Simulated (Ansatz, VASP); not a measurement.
**Sb: VASP beside Ansatz**

The input POSCAR:

```
Sb
1.0
    3.2860533585      0.0000000000      0.0000000000
   -1.6430266792      2.8458056866      0.0000000000
    0.0000000000      0.0000000000      5.3584933852
Sb
2
Direct
    0.6666666667      0.3333333333      0.7500000000
    0.3333333333      0.6666666667      0.2500000000
```

INCAR.step1

```
SYSTEM = Sb
PREC = Accurate ; ENCUT = 520
EDIFF = 1E-5 ; ISMEAR = -1
SIGMA = 0.05 ; LREAL = .False.
LASPH = .True. ; NELM = 60
ALGO = Normal ; ISIF = 2
LWAVE = .True. ; NBANDS = 12
GGA = PE
```

File INCAR.step2:

```
SYSTEM = Sb
PREC = Accurate ; ENCUT = 520
EDIFF = 1E-7 ; ISMEAR = -1
SIGMA = 0.05 ; LREAL = .False.
LASPH = .True. ; NELM = 60
ALGO = Normal ; ISIF = 2
LWAVE = .False. ; LCHARG = .True.
GGA = PE ; LHFCALC = .True.
AEXX = 0.25 ; PRECFOCK = Normal
LELF = .True. ; LVHAR = .True.
NBANDS = 12 ; ISTART = 1
```

KPOINTS

```
Automatic mesh
0
Gamma
  4 4 4
  0 0 0
```

input.yaml

```yaml
crystal:
  lattice:
    - [3.2860533585, 0.0, 0.0]
    - [-1.6430266792, 2.8458056866, 0.0]
    - [0.0, 0.0, 5.3584933852]
  atoms:
    - { symbol: Sb, position: [0.6666666667, 0.3333333333, 0.75] }
    - { symbol: Sb, position: [0.3333333333, 0.6666666667, 0.25] }
hamiltonian:
  xc: pbe0
  pseudopotentials: { kind: paw }
kpoints:
  mp_grid: { grid: [4, 4, 4] }
scf:
  occupations: { method: fermi_dirac, width: 0.05 }
output:
  forces: true
  stress: true
  eigenvalues: true
  write_density: true
  write_potential: true
  elf: true
  volumetric_format: npy
```

Alike in both runs: task single point; functional PBE0; k mesh 4 × 4 × 4; occupations fermi-dirac, width 0.05 eV; no spin polarisation.

|  | VASP | Ansatz |
| --- | --- | --- |
| version | VASP 6.6.1 | Ansatz 0.2.0 |
| potentials or method | VASP PAW PBE potentials, release 64 (Sb) | Ansatz PAW |
| plane-wave cutoff (eV) | 520 | 420 |
| valence electrons in the cell | 10 | 30 |

VASP gave:

* gap on the k mesh at the Fermi level (eV): none
* pressure (GPa): 1.5
* traceless stress, the component that is largest in VASP (GPa): 1.28

Task: Estimate Ansatz's values.

Result: gap on the k mesh at the Fermi level (eV): none; pressure (GPa): 2.9; traceless stress, the component that is largest in VASP (GPa): 1.60.

A gap of «none» marks a metal or a gap that the smearing closes. VASP's potentials hold 10 valence electrons a cell and Ansatz's 30, so a difference there can come from the potentials and not from the codes.

The k mesh is coarse, so the values compare programs but aren't converged. Neither program's run includes spin-orbit coupling.
